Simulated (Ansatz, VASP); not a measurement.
# Two plane-wave programs on NaF

INCAR

```
PREC = Accurate
ENCUT = 600
EDIFF = 1E-7
ISMEAR = 0
SIGMA = 0.02
LREAL = False
LASPH = True
NELM = 120
ALGO = Normal
ISIF = 3
LWAVE = False
LCHARG = False
GGA = CA
IBRION = 2
NSW = 100
EDIFFG = -0.002
GGA_COMPAT = False
NELMIN = 4
```

File KPOINTS:

```
Automatic mesh
0
Gamma
  8 8 8
```

The input POSCAR:

```
NaF
1.0
    0.0000000000      2.2511377514      2.2511377514
    2.2511377514      0.0000000000      2.2511377514
    2.2511377514      2.2511377514      0.0000000000
Na F
1 1
Direct
    0.0000000000      0.0000000000      0.0000000000
    0.5000000000      0.5000000000      0.5000000000
```

Input for Ansatz:

```yaml
crystal:
  lattice:
    - [0.0, 2.2511377514, 2.2511377514]
    - [2.2511377514, 0.0, 2.2511377514]
    - [2.2511377514, 2.2511377514, 0.0]
  atoms:
    - { symbol: Na, position: [0.0, 0.0, 0.0] }
    - { symbol: F, position: [0.5, 0.5, 0.5] }
basis:
  ecutwfc: 420
kpoints:
  mp_grid: { grid: [8, 8, 8] }
hamiltonian:
  xc: lda
  pseudopotentials: { kind: paw, azcp: { folder: soft_1 } }
scf:
  occupations: { method: gaussian, width: 0.02 }
output:
  forces: true
  stress: true
  eigenvalues: true
relax:
  adjacent_minimum: "off"
  f_tol: 0.002
  max_steps: 80
  cell: { stress_tol: 0.02 }
```

Alike in both runs: task relaxation of cell and atoms; functional LDA; k mesh 8 × 8 × 8; occupations gaussian, width 0.02 eV; no spin polarisation.

```csv
,VASP,Ansatz
version,VASP 6.6.1,Ansatz 0.2.0
potentials or method,"VASP PAW LDA potentials, release 64 (Na_pv, F), cutoff 600 eV","scalar-relativistic, plane waves, PAW"
valence electrons in the cell,14,16
```

Ansatz gave:

- gap on the k mesh at the Fermi level, each at its own relaxed structure (eV): 6.46
- relaxed volume (Å³/atom): 11.41
- relaxed cell length with the largest relative difference (Å): 3.184

Question: Estimate VASP's values.

Answer: gap on the k mesh at the Fermi level, each at its own relaxed structure (eV): 6.45; relaxed volume (Å³/atom): 11.39; relaxed cell length with the largest relative difference (Å): 3.182.

Ansatz warns that its potentials were made for another functional, while VASP's fit it. LDA's correlation is that of Perdew and Zunger in VASP and of Perdew and Wang (1992) in Ansatz. VASP's potentials hold 14 valence electrons a cell and Ansatz's 16, so a difference there can come from the potentials and not from the codes.
